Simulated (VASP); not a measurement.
# Na3YH (Pm-3m) in VASP: single point with r2SCAN

Aim: the single point of Na3YH with r2SCAN.

Program: VASP 6.6.1. These are calculated values, not measurements. Logs are shortened: lines on timing, memory, paths and dates and some standing lists are left out, and cuts for length are marked.

### 1 The cell of the first run

It takes space group Pm-3m (No. 221, cubic). Conventional cell: a = 4.492 Å, b = 4.492 Å, c = 4.492 Å, α = 90.00°, β = 90.00°, γ = 90.00°. Na (site symmetry 4/mmm) has 2 H at 2.25 Å within 3.0 Å. H (site symmetry m-3m) has 6 Na at 2.25 Å within 3.0 Å. Within 4.2 Å of Y (site symmetry m-3m) lie 12 Na at 3.18 Å and 8 H at 3.89 Å.

### 2 Single point, r2SCAN

Input file POSCAR:

```
Na3YH
1.0
    4.4924290000      0.0000000000      0.0000000000
    0.0000000000      4.4924290000      0.0000000000
    0.0000000000      0.0000000000      4.4924290000
Na H Y
3 1 1
Direct
    0.5000000000      0.0000000000      0.5000000000
    0.0000000000      0.5000000000      0.5000000000
    0.5000000000      0.5000000000      0.0000000000
    0.5000000000      0.5000000000      0.5000000000
    0.0000000000      0.0000000000      0.0000000000
```

Input file INCAR.step1:

```
SYSTEM = Na3YH
PREC = Accurate
ENCUT = 520
ISMEAR = -1
SIGMA = 0.1
LREAL = .FALSE.
LASPH = .TRUE.
NELM = 60
NBANDS = 24
GGA = PE
ALGO = Normal
EDIFF = 1E-4
LWAVE = .TRUE.
LCHARG = .FALSE.
```

Input file INCAR.step2:

```
SYSTEM = Na3YH
PREC = Accurate
ENCUT = 520
EDIFF = 1E-7
ISMEAR = -1
SIGMA = 0.1
LREAL = .FALSE.
LASPH = .TRUE.
NELM = 60
ALGO = Normal
ISIF = 2
LWAVE = .FALSE.
LCHARG = .FALSE.
METAGGA = R2SCAN
LMIXTAU = .TRUE.
NBANDS = 24
ISTART = 1
```

Input file KPOINTS:

```
Automatic mesh
0
G
  8 8 8
  0 0 0
```

Potentials or basis: VASP PAW PBE potentials, release 64 (Na_pv, H, Y_sv).

The run is started by

```
$ cat potpaw_PBE.64/Na_pv/POTCAR potpaw_PBE.64/H/POTCAR potpaw_PBE.64/Y_sv/POTCAR > POTCAR
$ cp INCAR.step1 INCAR
$ mpirun -np 1 vasp_std > vasp.out
$ cp INCAR.step2 INCAR
$ mpirun -np 1 vasp_std > vasp.out
```

OUTCAR:

```text
SYSTEM = Na3YH
   PREC = Accurate
   ENCUT = 520
   EDIFF = 1E-7
   ISMEAR = -1
   LREAL = .FALSE.
   LASPH = .TRUE.
   NELM = 60
   ISIF = 2
   METAGGA = R2SCAN
   ISTART = 1

 ion  position               nearest neighbor table
   1  0.500  0.000  0.500-   5 3.18   5 3.18   5 3.18   5 3.18
   2  0.000  0.500  0.500-   5 3.18   5 3.18   5 3.18   5 3.18
   3  0.500  0.500  0.000-   5 3.18   5 3.18   5 3.18   5 3.18
   4  0.500  0.500  0.500-
   5  0.000  0.000  0.000-   1 3.18   2 3.18   3 3.18   1 3.18   2 3.18   2 3.18   3 3.18   2 3.18
                             1 3.18   3 3.18   1 3.18   3 3.18

  LATTYP: Found a simple cubic cell.
 ALAT       =     4.4924290000

  Lattice vectors:

 A1 = (   4.4924290000,   0.0000000000,   0.0000000000)
 A2 = (   0.0000000000,   4.4924290000,   0.0000000000)
 A3 = (   0.0000000000,   0.0000000000,   4.4924290000)

Analysis of symmetry for initial positions (statically):
=====================================================================
 Subroutine PRICEL returns:
 Original cell was already a primitive cell.

 Routine SETGRP: Setting up the symmetry group for a
 simple cubic supercell.

 Subroutine GETGRP returns: Found 48 space group operations
 (whereof 48 operations were pure point group operations)
 out of a pool of 48 trial point group operations.

The static configuration has the point symmetry O_h .

Analysis of symmetry for dynamics (positions and initial velocities):
=====================================================================
 Subroutine PRICEL returns:
 Original cell was already a primitive cell.

 Routine SETGRP: Setting up the symmetry group for a
 simple cubic supercell.

 Subroutine GETGRP returns: Found 48 space group operations
 (whereof 48 operations were pure point group operations)
 out of a pool of 48 trial point group operations.

The dynamic configuration has the point symmetry O_h .

 Subroutine INISYM returns: Found 48 space group operations
 (whereof 48 operations are pure point group operations),
 and found     1 'primitive' translations

----------------------------------------------------------------------------------------

                                     Primitive cell

  volume of cell :      90.6658

  direct lattice vectors                    reciprocal lattice vectors
[... 91 lines left out ...]
   ENCUT  =  520.0 eV  38.22 Ry    6.18 a.u.   8.35  8.35  8.35*2*pi/ulx,y,z
   NELM   =     60;   NELMIN=  2; NELMDL=  0     # of ELM steps
   EDIFF  = 0.1E-06   stopping-criterion for ELM
   LREAL  =      F    real-space projection
   EDIFFG = 0.1E-05   stopping-criterion for IOM
   NSW    =      0    number of steps for IOM
   IBRION =     -1    ionic relax: 0-MD 1-quasi-New 2-CG
   NFREE  =      0    steps in history (QN), initial steepest desc. (CG)
   ISIF   =      2    stress and relaxation
   ISYM   =      2    0-nonsym 1-usesym 2-fastsym
   POTIM  = 0.5000    time-step for ionic-motion
   TEBEG  =    0.0;   TEEND  =   0.0 temperature during run
   PSTRESS=    0.0 pullay stress
   NELECT =      33.0000    total number of electrons
   NUPDOWN=      -1.0000    fix difference up-down
   EMIN   =  10.00;   EMAX   =-10.00  energy-range for DOS
   EFERMI =   0.00;   METHOD = LEGACY
   ISMEAR =    -1;   SIGMA  =   0.10  broadening in eV -4-tet -1-fermi 0-gaus
   EFERMI_NEDOS =   21; number of points for ismear=-14 and -15
   IALGO  =     38    algorithm
   IMIX   =      4    mixing-type and parameters
     AMIX     =   0.40;   BMIX     =  1.00
     AMIX_MAG =   1.60;   BMIX_MAG =  1.00
  volume/ion in A,a.u.               =      18.13       122.37
  Fermi-wavevector in a.u.,A,eV,Ry     =   1.168867  2.208837 18.588946  1.366249
  Thomas-Fermi vector in A             =   2.305347
   LORBIT       =      0    0 simple, 1 ext, 2 COOP (PROOUT), +10 PAW based schemes
   METAGGA = R2SCAN    functional components
   LHFCALC =     F    Hartree Fock is set to
   AEXX    =    0.0000 exact exchange contribution
   IVDW    =     0    specifies the selected vdW correction
   LEPSILON=     F    determine dielectric tensor
   LRPA    =     F    only Hartree local field effects (RPA)
 non-spin polarized calculation
  energy-cutoff  :      520.00
  volume of cell :       90.67
 maximum number of plane-waves:      2469
 NGX is ok and might be reduce to    36
   NGX = 17   NGY = 17   NGZ = 17

 number of electron      32.9999959 magnetization

 Free energy of the ion-electron system (eV)
  ---------------------------------------------------
  ext. energy  EPLUGINS =         0.00000000
  ---------------------------------------------------
  free energy    TOTEN  =       -31.10475415 eV

  energy without entropy =      -30.98245864  energy(sigma->0) =      -31.04360640

 E-fermi :   2.9549     XC(G=0):  -9.5276

 val. band max:        2.9306363093   @ k =   0.3750   0.3750   0.0000
 cond. band min:       2.9904638279   @ k =   0.5000   0.3750   0.2500
 fundamental gap:      0.0598275185
 Fermi energy:         2.9548989273

 k-point     1 :       0.0000    0.0000    0.0000
  band No.  band energies     occupation
      1     -41.8063      2.00000
      2     -22.3894      2.00000
      3     -22.3894      2.00000
      4     -22.3894      2.00000
      5     -22.3074      2.00000
      6     -22.3074      2.00000
[... 637 lines left out ...]
     23       8.7140      0.00000
     24       8.9378      0.00000

 [... further k-points ...]

------------------------ aborting loop because EDIFF is reached ----------------------------------------

  FORCE on cell =-STRESS in cart. coord.  units (eV):
  Direction    XX          YY          ZZ          XY          YZ          ZX
  --------------------------------------------------------------------------------------
  -------------------------------------------------------------------------------------
  Total        7.3431956      7.3431956      7.3431956      0.0000000     -0.0000000      0.0000000
  in kB      129.7633394    129.7633394    129.7633394      0.0000000     -0.0000000      0.0000000
  external PRESSURE =     129.7633394 kB  Pullay stress =       0.0000000 kB

 VOLUME and BASIS-vectors are now :
 -----------------------------------------------------------------------------
  energy-cutoff  :      520.00
  volume of cell :       90.67
      direct lattice vectors                 reciprocal lattice vectors
     4.492429000  0.000000000  0.000000000     0.222596729  0.000000000  0.000000000
     0.000000000  4.492429000  0.000000000     0.000000000  0.222596729  0.000000000
     0.000000000  0.000000000  4.492429000     0.000000000  0.000000000  0.222596729

 POSITION                                       TOTAL-FORCE (eV/Angst)
 -----------------------------------------------------------------------------------
      2.24621      0.00000      2.24621         0.000000      0.000000      0.000000
      0.00000      2.24621      2.24621         0.000000      0.000000      0.000000
      2.24621      2.24621      0.00000         0.000000      0.000000      0.000000
      2.24621      2.24621      2.24621         0.000000      0.000000      0.000000
      0.00000      0.00000      0.00000         0.000000      0.000000      0.000000
 -----------------------------------------------------------------------------------
    total drift:                                0.000000      0.000000      0.000000

  FREE ENERGIE OF THE ION-ELECTRON SYSTEM (eV)
  ---------------------------------------------------
  free  energy   TOTEN  =       -31.1047541496 eV

  energy  without entropy=      -30.9824586428  energy(sigma->0) =      -31.04360640
```

OUTCAR.step1:

```text
SYSTEM = Na3YH
   PREC = Accurate
   ENCUT = 520
   ISMEAR = -1
   LREAL = .FALSE.
   LASPH = .TRUE.
[... 881 lines left out ...]
      2.24621      2.24621      0.00000         0.000000      0.000000      0.000000
      2.24621      2.24621      2.24621         0.000000      0.000000      0.000000
      0.00000      0.00000      0.00000         0.000000      0.000000      0.000000
 -----------------------------------------------------------------------------------
    total drift:                                0.000000      0.000000      0.000000

  FREE ENERGIE OF THE ION-ELECTRON SYSTEM (eV)
  ---------------------------------------------------
  free  energy   TOTEN  =       -10.4190584465 eV

  energy  without entropy=      -10.2805725664  energy(sigma->0) =      -10.34981551
```

Run time: 5.4 min. Hardware: 1 thread of AMD EPYC 7R13 (Zen 3), shared host; peak memory 0.24 GiB.

What came out:

```
Free energy : -31.1048 eV
Pressure    : 13.0 GPa
```

Caveat: the PAW data sets were made with another functional, which shifts forces and pressure a little.
